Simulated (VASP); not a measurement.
The system is MgI2.

```xyz
3
Lattice="0.0000 3.7557 3.7557 3.7557 0.0000 3.7557 3.7557 3.7557 0.0000" Properties=species:S:1:pos:R:3 pbc="T T T"
Mg    0.0000    0.0000    0.0000
I     1.8779    1.8779    1.8779
I     5.6336    5.6336    5.6336
```

Base run:

| Property | Result |
| --- | --- |
| Program | VASP 6.6.1 |
| Functional | PBE |
| Potentials or basis | VASP PAW PBE potentials, release 64 (Mg, I) |
| Cutoff | 520 eV |
| k mesh | 4 × 4 × 4 |
| Occupations | gaussian, width 0.01 eV |
| Spin | no spin polarisation |

Its results: band gap on the k mesh 0.58 eV, indirect (least direct gap 1.06 eV); pressure 0.2 GPa.

Q: The run is repeated on the same cell with these changes: functional from PBE to r2SCAN. What comes out?

A: Band gap on the k mesh 1.29 eV, indirect (least direct gap 1.50 eV); pressure -0.1 GPa.

r2SCAN gives the wider gap, since meta-GGAs in the generalised Kohn-Sham scheme recover part of the derivative discontinuity.

Caveats: spin-orbit coupling is left out, which moves the levels of the heavy elements; the PAW data sets were made with another functional, which shifts forces and pressure a little (some runs).

A k mesh can miss the band edges.
